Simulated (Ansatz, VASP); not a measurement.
TiB in VASP and in Ansatz

```xyz
4
Lattice="2.5263 2.5263 0.0000 -2.5263 2.5263 0.0000 0.0000 0.0000 5.0525" Properties=species:S:1:pos:R:3 pbc="T T T"
Ti    1.2631    1.2631    1.2631
Ti   -1.2631    1.2631    3.7894
B     0.0000    0.0000    0.0000
B     0.0000    2.5263    2.5263
```

Change from the starting cell: equal strain along all axes, cell held, atoms relaxed: +2.0 %.

Alike in both runs: task single point; functional r2SCAN; k mesh 16 × 16 × 10; occupations gaussian, width 0.1 eV; no spin polarisation.

|  | VASP | Ansatz |
| --- | --- | --- |
| version | VASP 6.6.1 | Ansatz 0.2.0 |
| potentials or method | VASP PAW PBE potentials, release 64 (Ti_sv, B), cutoff 520 eV | scalar-relativistic, plane waves, PAW |
| valence electrons in the cell | 30 | 30 |

```tsv
	VASP	Ansatz	Ansatz less VASP
gap on the k mesh at the Fermi level (eV)	none	none	-
pressure (GPa)	-5.4	-5.6	-0.22
```

VASP's potentials were made for PBE, not for r2SCAN. A gap of «none» marks a metal or a gap that the smearing closes. With one functional, cell and mesh, what is left measures potentials, basis and numerics.
